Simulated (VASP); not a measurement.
Crystal: Co.

```xyz
1
Lattice="2.2868 0.0000 0.0000 0.0000 2.2868 0.0000 0.0000 0.0000 2.2868" Properties=species:S:1:pos:R:3 pbc="T T T"
Co    0.0000    0.0000    0.0000
```

* Program: VASP 6.6.1
* Task: relaxation of cell and atoms
* Functional: r2SCAN
* Potentials or basis: VASP PAW PBE potentials, release 64 (Co)
* Cutoff: 600 eV
* k mesh: 14 × 14 × 14
* Occupations: fermi-dirac, width 0.1 eV
* Spin: no spin polarisation

At the start: pressure -8.2 GPa; volume 11.96 Å³/atom.

Q: Where does the relaxation end?

A: Over 3 steps the energy falls by 14.2 meV/atom and the volume is 11.44 Å³/atom (-4.4 %); space group Pm-3m (No. 221, to 0.05 Å).

Step by step:
| step | energy change (eV) | largest force (eV/Å) | pressure (GPa) | volume (Å³) |
| --- | --- | --- | --- | --- |
| 1 | 0.0000 | 0.0000 | -8.25 | 11.96 |
| 2 | 0.0013 | 0.0000 | 10.25 | 10.93 |
| 3 | -0.0142 | 0.0000 | -0.11 | 11.44 |

Final structure:
```
Co
1.0
     2.25298    0.00000    0.00000
     0.00000    2.25298    0.00000
     0.00000    0.00000    2.25298
Co
1
Direct
  0.00000 0.00000 0.00000
```

Caveat: the PAW data sets were made with another functional, which shifts forces and pressure a little; the run has no spin polarisation, though such a crystal can be magnetic.
